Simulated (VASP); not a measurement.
Crystal: Al.

```
CELL_PARAMETERS angstrom
2.81245 0.00000 0.00000
-1.40623 2.43566 0.00000
0.00000 0.00000 4.86685
ATOMIC_POSITIONS crystal
Al 0.66667 0.33333 0.75000
Al 0.33333 0.66667 0.25000
```

| Quantity | Value |
| --- | --- |
| Program | VASP 6.6.1 |
| Task | relaxation of cell and atoms |
| Functional | PBEsol |
| Dispersion | D3(BJ) |
| Potentials or basis | VASP PAW PBE potentials, release 64 (Al) |
| Cutoff | 600 eV |
| k mesh | 13 × 13 × 7 |
| Occupations | methfessel-paxton, width 0.1 eV |
| Spin | no spin polarisation |

At the start: pressure -4.4 GPa; volume 16.67 Å³/atom.

Question: How do energy, volume and symmetry change on relaxing?

Answer: Over 7 steps the energy falls by 22.6 meV/atom and the volume is 15.66 Å³/atom (-6.1 %); space group P6_3/mmc (No. 194, to 0.05 Å).

Step by step:
```
step  energy change (eV)  largest force (eV/Å)  pressure (GPa)  volume (Å³)
   1              0.0000                0.0000           -4.35        33.34
   2             -0.0345                0.0000            0.72        31.20
   3             -0.0345                0.0000            0.86        31.15
   4             -0.0421                0.0000            0.96        31.03
   5             -0.0439                0.0000            1.04        30.96
   6             -0.0449                0.0000           -0.41        31.47
   7             -0.0451                0.0000           -0.01        31.32
```

Final structure:
```
CELL_PARAMETERS angstrom
2.81089 0.00000 0.00000
-1.40545 2.43431 0.00000
0.00000 0.00000 4.57702
ATOMIC_POSITIONS crystal
Al 0.66667 0.33333 0.75000
Al 0.33333 0.66667 0.25000
```

Caveat: the PAW data sets were made with another functional, which shifts forces and pressure a little; pairwise dispersion overbinds metals, which lowers pressure and volume.
